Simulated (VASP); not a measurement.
# CuO (Cc) in VASP: settings compared

The runs below take CuO through single point, relaxation of cell and atoms, with PBEsol, PBEsol+U.

All numbers are computed with VASP 6.6.1; they aren't measurements. Logs are shortened: lines on timing, memory, paths and dates and some standing lists are left out, and cuts for length are marked.

## Step 1: The cell of the first run

It takes space group Cc (No. 9, monoclinic). The conventional cell has a = 4.689 Å, b = 3.427 Å, c = 5.132 Å, α = 90.00°, β = 99.65°, γ = 90.00°. Within 2.5 Å of Cu (site symmetry 1) lie 4 O at 1.91 to 2.02 Å. Within 2.5 Å of O (site symmetry 1) lie 4 Cu at 1.91 to 2.02 Å.

## Step 2: Single point, PBEsol

Input file INCAR:

```
PREC = Accurate
ENCUT = 520
EDIFF = 1E-6
ISMEAR = -1
SIGMA = 0.05
LREAL = False
LASPH = True
NELM = 60
ALGO = Normal
ISIF = 2
LWAVE = False
LCHARG = True
GGA = PS
LELF = True
LVHAR = True
NBANDS = 25
```

Input file KPOINTS:

```
Automatic mesh
0
Gamma
  10 10 5
```

Input file POSCAR:

```
CuO
1.0
    2.3446497600     -1.7133998200      0.0000000000
    2.3446497600      1.7133998200      0.0000000000
   -0.8605499100      0.0000000000      5.0594394800
Cu O
2 2
Direct
    0.0032000000      0.4968000000      0.0000000000
    0.4968000000      0.0032000000      0.5000000000
    0.5714000000      0.4056000000      0.2537000000
    0.4056000000      0.5714000000      0.7537000000
```

Potentials or basis: VASP PAW PBE potentials, release 64 (Cu, O).

The run is started by

```bash
> cat potpaw_PBE.64/Cu/POTCAR potpaw_PBE.64/O/POTCAR > POTCAR
> mpirun -np 1 vasp_std > vasp.out
```

OUTCAR:

```text
PREC = Accurate
   ENCUT = 520
   EDIFF = 1E-6
   ISMEAR = -1
   LREAL = False
   LASPH = True
   NELM = 60
   ISIF = 2
   GGA = PS

 ion  position               nearest neighbor table
   1  0.003  0.497  0.000-   4 1.91   3 1.93   4 1.98   3 2.02
   2  0.497  0.003  0.500-   3 1.91   4 1.93   3 1.98   4 2.02
   3  0.571  0.406  0.254-   2 1.91   1 1.93   2 1.98   1 2.02
   4  0.406  0.571  0.754-   1 1.91   2 1.93   1 1.98   2 2.02

  LATTYP: Found a base centered monoclinic cell.
 ALAT       =     4.6892995200
 B/A-ratio  =     0.7307700490
 C/A-ratio  =     1.0944283419
 COS(beta)  =    -0.1676798045

  Lattice vectors:

 A1 = (   2.3446497600,  -1.7133998200,   0.0000000000)
 A2 = (   2.3446497600,   1.7133998200,   0.0000000000)
 A3 = (  -0.8605499100,   0.0000000000,   5.0594394800)

Analysis of symmetry for initial positions (statically):
=====================================================================
 Subroutine PRICEL returns:
 Original cell was already a primitive cell.

 Routine SETGRP: Setting up the symmetry group for a
 base centered monoclinic supercell.

 Subroutine GETGRP returns: Found  2 space group operations
 (whereof  1 operations were pure point group operations)
 out of a pool of  4 trial point group operations.

The static configuration has the point symmetry C_1 .
 The point group associated with its full space group is C_1h.

Analysis of symmetry for dynamics (positions and initial velocities):
=====================================================================
 Subroutine PRICEL returns:
 Original cell was already a primitive cell.

 Routine SETGRP: Setting up the symmetry group for a
 base centered monoclinic supercell.

 Subroutine GETGRP returns: Found  2 space group operations
 (whereof  1 operations were pure point group operations)
 out of a pool of  4 trial point group operations.

The dynamic configuration has the point symmetry C_1 .
 The point group associated with its full space group is C_1h.

 Subroutine INISYM returns: Found  2 space group operations
 (whereof  1 operations are pure point group operations),
 and found     1 'primitive' translations

----------------------------------------------------------------------------------------

                                     Primitive cell

  volume of cell :      40.6508

  direct lattice vectors                    reciprocal lattice vectors
     2.344649760 -1.713399820  0.000000000     0.213251467 -0.291817470  0.036271514
     2.344649760  1.713399820  0.000000000     0.213251467  0.291817470  0.036271514
    -0.860549910  0.000000000  5.059439480     0.000000000  0.000000000  0.197650353
[... 91 lines left out ...]
   NSW    =      0    number of steps for IOM
   IBRION =     -1    ionic relax: 0-MD 1-quasi-New 2-CG
   NFREE  =      0    steps in history (QN), initial steepest desc. (CG)
   ISIF   =      2    stress and relaxation
   ISYM   =      2    0-nonsym 1-usesym 2-fastsym
   POTIM  = 0.5000    time-step for ionic-motion
   TEBEG  =    0.0;   TEEND  =   0.0 temperature during run
   PSTRESS=    0.0 pullay stress
   NELECT =      34.0000    total number of electrons
   NUPDOWN=      -1.0000    fix difference up-down
   EMIN   =  10.00;   EMAX   =-10.00  energy-range for DOS
   EFERMI =   0.00;   METHOD = LEGACY
   ISMEAR =    -1;   SIGMA  =   0.05  broadening in eV -4-tet -1-fermi 0-gaus
   EFERMI_NEDOS =   21; number of points for ismear=-14 and -15
   IALGO  =     38    algorithm
   IMIX   =      4    mixing-type and parameters
     AMIX     =   0.40;   BMIX     =  1.00
     AMIX_MAG =   1.60;   BMIX_MAG =  1.00
  volume/ion in A,a.u.               =      10.16        68.58
  Fermi-wavevector in a.u.,A,eV,Ry     =   1.542451  2.914810 32.370379  2.379156
  Thomas-Fermi vector in A             =   2.648254
   LORBIT       =      0    0 simple, 1 ext, 2 COOP (PROOUT), +10 PAW based schemes
   GGA     = PS    functional components
   LHFCALC =     F    Hartree Fock is set to
   AEXX    =    0.0000 exact exchange contribution
   IVDW    =     0    specifies the selected vdW correction
   LEPSILON=     F    determine dielectric tensor
   LRPA    =     F    only Hartree local field effects (RPA)
 non-spin polarized calculation
  energy-cutoff  :      520.00
  volume of cell :       40.65
 maximum number of plane-waves:      1129
 NGX is ok and might be reduce to    24
   NGX = 11   NGY = 11   NGZ = 19

 number of electron      33.9999999 magnetization

 Free energy of the ion-electron system (eV)
  ---------------------------------------------------
  ext. energy  EPLUGINS =         0.00000000
  ---------------------------------------------------
  free energy    TOTEN  =       -21.30436612 eV

  energy without entropy =      -21.28518816  energy(sigma->0) =      -21.29477714

 E-fermi :   5.5050     XC(G=0): -12.1685

 val. band max:        5.4849146820   @ k =   0.5000   0.1000   0.2000
 cond. band min:       5.5102486786   @ k =  -0.4000   0.2000   0.4000
 fundamental gap:      0.0253339966
 Fermi energy:         5.5049599325

 k-point     1 :       0.0000    0.0000    0.0000
  band No.  band energies     occupation
      1     -14.3307      2.00000
      2     -12.9848      2.00000
      3      -2.6744      2.00000
      4      -0.0466      2.00000
      5       0.3181      2.00000
      6       2.1238      2.00000
[... 661 lines left out ...]
     24      18.7352      0.00000
     25      19.7973      0.00000

 [... further k-points ...]

------------------------ aborting loop because EDIFF is reached ----------------------------------------

  FORCE on cell =-STRESS in cart. coord.  units (eV):
  Direction    XX          YY          ZZ          XY          YZ          ZX
  --------------------------------------------------------------------------------------
  -------------------------------------------------------------------------------------
  Total       -0.5997714     -0.0315759     -0.8939242      0.0000000      0.0000000     -0.2931263
  in kB      -23.6388976     -1.2445058    -35.2323945      0.0000000      0.0000000    -11.5530401
  external PRESSURE =     -20.0385993 kB  Pullay stress =       0.0000000 kB

 VOLUME and BASIS-vectors are now :
 -----------------------------------------------------------------------------
  energy-cutoff  :      520.00
  volume of cell :       40.65
      direct lattice vectors                 reciprocal lattice vectors
     2.344649760 -1.713399820  0.000000000     0.213251467 -0.291817470  0.036271514
     2.344649760  1.713399820  0.000000000     0.213251467  0.291817470  0.036271514
    -0.860549910  0.000000000  5.059439480     0.000000000  0.000000000  0.197650353

 POSITION                                       TOTAL-FORCE (eV/Angst)
 -----------------------------------------------------------------------------------
      1.17232      0.84573      0.00000        -0.617542      0.334076      0.237318
      0.74205     -0.84573      2.52972        -0.617542     -0.334076      0.237318
      2.07240     -0.28408      1.28358         0.617542      0.365763     -0.237318
      1.64213      0.28408      3.81330         0.617542     -0.365763     -0.237318
 -----------------------------------------------------------------------------------
    total drift:                               -0.000275      0.000000     -0.000513

  FREE ENERGIE OF THE ION-ELECTRON SYSTEM (eV)
  ---------------------------------------------------
  free  energy   TOTEN  =       -21.3043661155 eV

  energy  without entropy=      -21.2851881579  energy(sigma->0) =      -21.29477714
```

OSZICAR:

```text
N       E                     dE             d eps       ncg     rms          rms(c)
DAV:   1     0.287977941425E+03    0.28798E+03   -0.16413E+04  7555   0.215E+03
DAV:   2     0.829957194758E+01   -0.27968E+03   -0.25798E+03  7134   0.393E+02
DAV:   3    -0.260853798730E+02   -0.34385E+02   -0.32505E+02  8757   0.153E+02
DAV:   4    -0.272660977536E+02   -0.11807E+01   -0.11746E+01  8649   0.304E+01
DAV:   5    -0.272871844766E+02   -0.21087E-01   -0.21077E-01  9204   0.362E+00    0.174E+01
DAV:   6    -0.249858731984E+02    0.23013E+01   -0.36728E+01  9955   0.156E+02    0.136E+01
DAV:   7    -0.212552144422E+02    0.37307E+01   -0.10087E+01  8571   0.116E+02    0.256E+00
DAV:   8    -0.213476578994E+02   -0.92443E-01   -0.15127E+00  7469   0.850E+00    0.162E+00
DAV:   9    -0.213078523856E+02    0.39806E-01   -0.55034E-02 11628   0.604E+00    0.424E-01
DAV:  10    -0.213052454278E+02    0.26070E-02   -0.11334E-02 10111   0.138E+00    0.319E-01
DAV:  11    -0.213043340681E+02    0.91136E-03   -0.53454E-03 10809   0.687E-01    0.490E-02
DAV:  12    -0.213043503548E+02   -0.16287E-04   -0.33485E-04  9293   0.207E-01    0.348E-02
DAV:  13    -0.213043673731E+02   -0.17018E-04   -0.19665E-05 10517   0.636E-02    0.871E-03
DAV:  14    -0.213043662234E+02    0.11497E-05   -0.81543E-07  5348   0.174E-02    0.549E-03
DAV:  15    -0.213043661155E+02    0.10788E-06   -0.33061E-06  5591   0.161E-02
   1 F= -.21304366E+02 E0= -.21294777E+02  d E =-.191780E-01
```

stdout:

```text
POSCAR found type information on POSCAR CuO
 POSCAR found :  2 types and       4 ions
 scaLAPACK will be used
 -----------------------------------------------------------------------------
|                                                                             |
|                                                                             |
|     You enforced a specific xc type in the INCAR file but a different       |
|     I HOPE YOU KNOW WHAT YOU ARE DOING!                                     |
|                                                                             |
 -----------------------------------------------------------------------------

 LDA part: xc-table for (Slater+PW92), standard interpolation
 POSCAR, INCAR and KPOINTS ok, starting setup
 FFT: planning ... GRIDC
 FFT: planning ... GRID_SOFT
 FFT: planning ... GRID
 WAVECAR not read
 entering main loop
```

It took 2.9 min on 1 thread of Intel Xeon 8259CL, shared host; peak memory 0.25 GiB.

What came out:

- Free energy: -21.3044 eV
- Pressure: -2.0 GPa
- Largest force: 0.756 eV/Å
- Band gap on the k mesh: zero (bands 17 and 18 overlap by 0.60 eV)

Forces on the atoms (eV/Å):
```
Cu  -0.618  0.334  0.237
Cu  -0.618 -0.334  0.237
O    0.618  0.366 -0.237
O    0.618 -0.366 -0.237
```

Caveat: the PAW data sets were made with another functional, which shifts forces and pressure a little; semilocal functionals often make such compounds metallic where correlation or magnetic order opens a gap, which also shifts bond lengths.

## Step 3: Single point, PBEsol+U

Input file INCAR:

```
ALGO = Normal
EDIFF = 1E-6
ENCUT = 520
GGA = PS
ISIF = 2
ISMEAR = -1
LASPH = True
LCHARG = True
LDAU = True
LDAUJ = 0 0
LDAUL = 2 -1
LDAUPRINT = 1
LDAUTYPE = 2
LDAUU = 5.3 0
LELF = True
LMAXMIX = 4
LREAL = False
LVHAR = True
LWAVE = False
NBANDS = 25
NELM = 150
PREC = Accurate
SIGMA = 0.05
```

Input file KPOINTS:

```
k-points
0
Gamma
  10 10 5
```

POSCAR is that of step 2.

Potentials or basis: VASP PAW PBE potentials, release 64 (Cu, O).

The run is started by

```bash
> cat potpaw_PBE.64/Cu/POTCAR potpaw_PBE.64/O/POTCAR > POTCAR
> mpirun -np 1 vasp_std > vasp.out
```

OUTCAR:

```text
EDIFF = 1E-6
   ENCUT = 520
   GGA = PS
   ISIF = 2
   ISMEAR = -1
   LASPH = True
   LREAL = False
   NELM = 150
   PREC = Accurate

 ion  position               nearest neighbor table
   1  0.003  0.497  0.000-   4 1.91   3 1.93   4 1.98   3 2.02
   2  0.497  0.003  0.500-   3 1.91   4 1.93   3 1.98   4 2.02
   3  0.571  0.406  0.254-   2 1.91   1 1.93   2 1.98   1 2.02
   4  0.406  0.571  0.754-   1 1.91   2 1.93   1 1.98   2 2.02

  LATTYP: Found a base centered monoclinic cell.
[... 943 lines left out ...]

  FORCE on cell =-STRESS in cart. coord.  units (eV):
  Direction    XX          YY          ZZ          XY          YZ          ZX
  --------------------------------------------------------------------------------------
  -------------------------------------------------------------------------------------
  Total       -1.6038395     -1.0200826     -2.0783621      0.0000000      0.0000000     -0.0907282
  in kB      -63.2124166    -40.2047012    -81.9148622      0.0000000      0.0000000     -3.5758879
  external PRESSURE =     -61.7773267 kB  Pullay stress =       0.0000000 kB

 VOLUME and BASIS-vectors are now :
 -----------------------------------------------------------------------------
  energy-cutoff  :      520.00
  volume of cell :       40.65
      direct lattice vectors                 reciprocal lattice vectors
     2.344649760 -1.713399820  0.000000000     0.213251467 -0.291817470  0.036271514
     2.344649760  1.713399820  0.000000000     0.213251467  0.291817470  0.036271514
    -0.860549910  0.000000000  5.059439480     0.000000000  0.000000000  0.197650353

 POSITION                                       TOTAL-FORCE (eV/Angst)
 -----------------------------------------------------------------------------------
      1.17232      0.84573      0.00000        -0.548189      0.284572      0.214086
      0.74205     -0.84573      2.52972        -0.548189     -0.284572      0.214086
      2.07240     -0.28408      1.28358         0.548189      0.326613     -0.214086
      1.64213      0.28408      3.81330         0.548189     -0.326613     -0.214086
 -----------------------------------------------------------------------------------
    total drift:                               -0.000146      0.000000     -0.000721

  FREE ENERGIE OF THE ION-ELECTRON SYSTEM (eV)
  ---------------------------------------------------
  free  energy   TOTEN  =       -17.8213334085 eV

  energy  without entropy=      -17.8039099271  energy(sigma->0) =      -17.81262167
```

Wall time 2.9 min (1 thread of Intel Xeon 8259CL, shared host); peak memory 0.25 GiB.

Results:

```
Free energy            : -17.8213 eV
Pressure               : -6.2 GPa
Largest force          : 0.673 eV/Å
Band gap on the k mesh : zero (bands 17 and 18 overlap by 0.66 eV)
```

Forces on the atoms (eV/Å):
```
Cu  -0.548  0.285  0.214
Cu  -0.548 -0.285  0.214
O    0.548  0.327 -0.214
O    0.548 -0.327 -0.214
```

Stress tensor (GPa, compression positive):
```
-6.32  0.00 -0.36
 0.00 -4.02  0.00
-0.36  0.00 -8.19
```

Eigenvalues of the final occupation matrices:
```
    site  spin  trace               eigenvalues
site 1 d     1   4.65  0.79 0.95 0.97 0.97 0.98
site 1 d     2   4.65  0.79 0.95 0.97 0.97 0.98
site 2 d     1   4.65  0.79 0.95 0.97 0.97 0.98
site 2 d     2   4.65  0.79 0.95 0.97 0.97 0.98
```

Caveat: the cell stands under tension; the PAW data sets were made with another functional, which shifts forces and pressure a little; U without spin polarisation on a metal has little footing.

## Step 4: Relaxation of cell and atoms, PBEsol+U

Input file INCAR:

```
SYSTEM = CuO
PREC = Accurate ; ENCUT = 600
EDIFF = 1E-6 ; ISMEAR = -1
SIGMA = 0.05 ; LREAL = .False.
LASPH = .True. ; NELM = 150
ALGO = Normal ; ISIF = 3
LWAVE = .False. ; LCHARG = .False.
LMAXMIX = 4 ; LDAU = .True.
LDAUTYPE = 2 ; LDAUL = 2 -1
LDAUU = 4.5 0 ; LDAUJ = 0 0
LDAUPRINT = 1 ; GGA = PS
IBRION = 2 ; NSW = 60
EDIFFG = -0.01
```

Input file KPOINTS:

```
Automatic mesh
0
Gamma
  10 10 5
  0 0 0
```

POSCAR is that of step 3.

The run is started by

```bash
> cat potpaw_PBE.64/Cu/POTCAR potpaw_PBE.64/O/POTCAR > POTCAR
> mpirun -np 1 vasp_std > vasp.out
```

Wall time 21 min (1 thread of Intel Xeon 6975P-C (Granite Rapids), shared host); peak memory 0.28 GiB.

The run converged. Its results:

```yaml
Free_energy: -18.4329 eV
Relaxed_volume: 10.44 Å³/atom
Relaxed_cell: a = 2.871 Å, b = 2.871 Å, c = 5.082 Å, α = 91.80°, β = 91.80°, γ = 86.11°
Space_group_after_relaxing_to_0.1_Å: C2/c (No. 15)
Energy_gained_by_relaxing: 31.1 meV/atom
Ionic_steps: 50
Pressure_after_relaxing: 0.0 GPa
Largest_force_after_relaxing: 0.009 eV/Å
Band_gap_on_the_k_mesh: zero (bands 17 and 18 overlap by 1.04 eV)
```

Forces in eV/Å, atoms in the order of the input:
```
Cu   0.001  0.002  0.000
Cu   0.001 -0.002  0.000
O   -0.001  0.009  0.000
O   -0.001 -0.009  0.000
```

Stress tensor (GPa, compression positive):
```
 0.00  0.00  0.05
 0.00  0.03  0.00
 0.05  0.00 -0.08
```

Step by step:
| step | energy change (eV) | largest force (eV/Å) | pressure (GPa) | volume (Å³) |
| --- | --- | --- | --- | --- |
| 1 | 0.0000 | 0.6858 | -5.69 | 40.65 |
| 3 | -0.0730 | 0.1656 | 1.69 | 38.94 |
| 5 | -0.0779 | 0.1026 | 0.02 | 39.33 |
| 7 | -0.0849 | 0.0383 | -0.25 | 39.65 |
| 9 | -0.0909 | 0.0754 | -0.07 | 40.16 |
| 11 | -0.1010 | 0.0454 | 0.79 | 40.36 |
| 13 | -0.1082 | 0.0973 | 2.01 | 40.72 |
| 15 | -0.1158 | 0.1250 | -1.58 | 42.03 |
| 17 | -0.1164 | 0.1151 | -0.67 | 41.74 |
| 19 | -0.1196 | 0.0640 | -0.68 | 41.78 |
| 21 | -0.1206 | 0.1149 | -0.84 | 41.81 |
| 23 | -0.1220 | 0.0578 | 0.51 | 41.52 |
| 25 | -0.1225 | 0.0337 | 0.16 | 41.62 |
| 27 | -0.1227 | 0.0181 | -0.16 | 41.67 |
| 29 | -0.1228 | 0.0200 | -0.08 | 41.66 |
| 31 | -0.1229 | 0.0238 | 0.07 | 41.65 |
| 33 | -0.1232 | 0.0647 | 0.46 | 41.64 |
| 35 | -0.1233 | 0.0440 | 0.27 | 41.65 |
| 37 | -0.1235 | 0.0524 | 0.18 | 41.71 |
| 39 | -0.1237 | 0.0484 | -0.13 | 41.79 |
| 41 | -0.1240 | 0.0193 | -0.20 | 41.81 |
| 43 | -0.1241 | 0.0202 | -0.06 | 41.77 |
| 45 | -0.1241 | 0.0220 | 0.22 | 41.72 |
| 47 | -0.1243 | 0.0141 | 0.12 | 41.72 |
| 49 | -0.1243 | 0.0098 | -0.10 | 41.75 |
| 50 | -0.1243 | 0.0089 | -0.01 | 41.75 |

Final structure:
```xyz
4
Lattice="2.0943 -1.9600 0.1187 2.0943 1.9600 0.1187 -0.5050 0.0000 5.0570" Properties=species:S:1:pos:R:3 pbc="T T T"
Cu    3.1162   -0.9804    0.1861
Cu    2.8637    0.9804    2.7146
O     1.9432   -0.0553    1.3910
O     1.6907    0.0553    3.9195
```

Levels at points of the mesh, in eV from the Fermi level:
```
           k point  band 15  band 16  band 17  band 18  band 19  band 20
(0.00, 0.00, 0.00)    -2.69    -2.42     0.63     0.82     1.72     6.50
(0.50, 0.00, 0.00)    -2.28    -1.87     0.31     0.55     4.03     6.36
(0.50, 0.50, 0.00)    -1.86    -1.82    -1.67     1.30     2.42     7.77
```

Eigenvalues of the final occupation matrices:
```
    site  spin  trace               eigenvalues
site 1 d     1   4.64  0.80 0.94 0.96 0.96 0.98
site 1 d     2   4.64  0.80 0.94 0.96 0.96 0.98
site 2 d     1   4.64  0.80 0.94 0.96 0.96 0.98
site 2 d     2   4.64  0.80 0.94 0.96 0.96 0.98
```

Caveat: the PAW data sets were made with another functional, which shifts forces and pressure a little; U without spin polarisation on a metal has little footing. Zero-point motion and thermal expansion aren't in these numbers.

## Step 5: The runs side by side

```csv
task,level,U,cell,cutoff (eV),gap on the mesh (eV),pressure (GPa),largest force (eV/Å)
single point,PBEsol,-,as given,520,none,-2.0,0.76
single point,PBEsol+U,Cu d U = 5.3 eV,as given,520,none,-6.2,0.67
relaxation of cell and atoms,PBEsol+U,Cu d U = 4.5 eV,relaxed,600,none,0.0,0.01
```

Alike in all rows: potentials or basis VASP PAW PBE potentials, release 64 (Cu, O); no spin polarisation; k mesh 10 × 10 × 5; smearing fermi-dirac 0.05 eV.

Caveats: the PAW data sets were made with another functional, which shifts forces and pressure a little; U without spin polarisation on a metal has little footing (at least some runs); semilocal functionals often make such compounds metallic where correlation or magnetic order opens a gap, which also shifts bond lengths (at least some runs); the cell stands under tension (at least some runs).

Absolute energies hang on the potentials; compare differences alone.

The gap in the log of VASP goes by the Fermi energy; the results here count the filled bands.